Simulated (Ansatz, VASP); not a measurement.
**Two plane-wave programs on In2Au**

INCAR

```
PREC = Accurate
ENCUT = 520
EDIFF = 1E-8
ISMEAR = -1
SIGMA = 0.05
LREAL = False
LASPH = True
NELM = 60
ALGO = Normal
ISIF = 2
LWAVE = False
LCHARG = False
LEFG = True
NBANDS = 26
```

The input KPOINTS:

```
Automatic mesh
0
Gamma
  10 10 10
```

Contents of POSCAR:

```
In2Au
1.0
    0.0000000000      3.2291805506      3.2291805506
    3.2291805506      0.0000000000      3.2291805506
    3.2291805506      3.2291805506      0.0000000000
In Au
2 1
Direct
    0.2500000000      0.2500000000      0.2500000000
    0.7500000000      0.7500000000      0.7500000000
    0.0000000000      0.0000000000      0.0000000000
```

Input for Ansatz:

```yaml
crystal:
  lattice:
    - [0.0, 3.2291805506, 3.2291805506]
    - [3.2291805506, 0.0, 3.2291805506]
    - [3.2291805506, 3.2291805506, 0.0]
  atoms:
    - { symbol: In, position: [0.25, 0.25, 0.25] }
    - { symbol: In, position: [0.75, 0.75, 0.75] }
    - { symbol: Au, position: [0.0, 0.0, 0.0] }
kpoints:
  mp_grid: { grid: [10, 10, 10] }
scf:
  occupations: { method: fermi_dirac, width: 0.05 }
hamiltonian:
  xc: lda
  pseudopotentials: { kind: paw }
output:
  forces: true
  stress: true
  eigenvalues: true
  efg: { contact_densities: true }
  write_density: true
  write_potential: true
  elf: true
  volumetric_format: npy
```

Change from the starting cell: volume scaled by 0.98, PAW files.

Alike in both runs: task electric field gradients; functional LDA; k mesh 10 × 10 × 10; occupations fermi-dirac, width 0.05 eV; no spin polarisation.

|  | VASP | Ansatz |
| --- | --- | --- |
| version | VASP 6.6.1 | Ansatz 0.2.0 |
| potentials or method | VASP PAW LDA potentials, release 64 (In_d, Au) | PAW with Ansatz's default frozen-core files, scalar-relativistic |
| plane-wave cutoff (eV) | 520 | 420 |
| valence electrons in the cell | 37 | 45 |

Ansatz gave:

* pressure (GPa): 0.1

Task: Which values does VASP return?

Result: Pressure (GPa): 0.3.

LDA's correlation is that of Perdew and Zunger in VASP and of Perdew and Wang (1992) in Ansatz. VASP's potentials hold 37 valence electrons a cell and Ansatz's 45, so a difference there can come from the potentials and not from the codes.

Neither program's run includes spin-orbit coupling.
